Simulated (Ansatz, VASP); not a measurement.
## One calculation of SiO2, two programs

```xyz
36
Lattice="7.3147 0.0000 0.0000 0.0000 7.3147 0.0000 0.0000 0.0000 8.6200" Properties=species:S:1:pos:R:3 pbc="T T T"
Si    3.2710    3.2710    0.0000
Si    0.3863    6.9284    2.1550
Si    4.0437    4.0437    4.3100
Si    6.9284    0.3863    6.4650
Si    2.5614    0.8981    1.2954
Si    2.7593    6.2187    3.4504
Si    4.7534    6.4166    5.6054
Si    4.5555    1.0960    7.7604
Si    6.2187    2.7593    5.1696
Si    6.4166    4.7534    3.0146
Si    1.0960    4.5555    0.8596
Si    0.8981    2.5614    7.3246
O     3.0472    2.4439    1.4474
O     1.2134    6.7045    3.6024
O     4.2675    4.8708    5.7574
O     6.1013    0.6102    7.9124
O     6.7045    1.2134    5.0176
O     4.8708    4.2675    2.8626
O     0.6102    6.1013    0.7076
O     2.4439    3.0472    7.1726
O     0.9444    1.0534    1.6413
O     2.6040    4.6018    3.7963
O     6.3703    6.2614    5.9513
O     4.7107    2.7130   -0.5137
O     4.6018    2.6040    4.8237
O     6.2614    6.3703    2.6687
O     2.7130    4.7107    9.1337
O     1.0534    0.9444    6.9787
O     3.1290   -0.4280    2.0194
O     4.0854    6.7863    4.1744
O     4.1857    7.7427    6.3294
O     3.2293    0.5284   -0.1356
O     6.7863    4.0854    4.4456
O     7.7427    4.1857    2.2906
O     0.5284    3.2293    8.7556
O    -0.4280    3.1290    6.6006
```

Change from the starting cell: x and y stretched by -2 %, ions relaxed.

Alike in both runs: functional PBE; k mesh 3 × 3 × 3; occupations fermi-dirac, width 0.02 eV; no spin polarisation.

Ansatz relaxed the structure, and its values are those at the end. VASP's run is a single point on that final structure, the one shown.

|  | VASP | Ansatz |
| --- | --- | --- |
| version | VASP 6.6.1 | Ansatz 0.2.0 |
| potentials or method | VASP PAW PBE potentials, release 64 (Si, O) | plane-wave PAW, scalar-relativistic |
| plane-wave cutoff (eV) | 520 | 420 |
| valence electrons in the cell | 192 | 192 |

VASP gave:

| Property | Result |
| --- | --- |
| gap on the k mesh at the Fermi level (eV) | 4.83 |
| pressure (GPa) | 10.5 |
| rms of the force components (eV/Å) | 0.022 |

Question: Estimate Ansatz's values.

Answer: gap on the k mesh at the Fermi level (eV): 4.84; pressure (GPa): 10.1; rms of the force components (eV/Å): 0.000.

Ansatz's warnings: stress scf threshold loose.
